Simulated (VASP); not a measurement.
SnTe:

```
Sn Te
1.0
     0.00000    3.61115    3.61115
     3.61115    0.00000    3.61115
     3.61115    3.61115    0.00000
Sn Te
1 1
Direct
  0.00000 0.00000 0.00000
  0.75000 0.75000 0.75000
```

Base run:

- Program: VASP 6.6.1
- Functional: BLYP
- Potentials or basis: VASP PAW PBE potentials, release 64 (Sn_d, Te)
- Cutoff: 520 eV
- k mesh: 5 × 5 × 5, shifted
- Occupations: fermi-dirac, width 0.05 eV
- Spin: no spin polarisation

Its results: band gap on the k mesh 0.47 eV, indirect (least direct gap 0.90 eV); pressure 1.6 GPa.

Question: The run is repeated on the same cell with these changes: functional from BLYP to PBEsol. What comes out?

Answer: Band gap on the k mesh 0.38 eV, indirect (least direct gap 0.85 eV); pressure -1.4 GPa.

PBEsol binds more tightly than BLYP, so the same cell stands under less pressure.

Caveats: the PAW data sets were made with another functional, which shifts forces and pressure a little; spin-orbit coupling is left out, which moves the levels of the heavy elements.

A k mesh can miss the band edges.
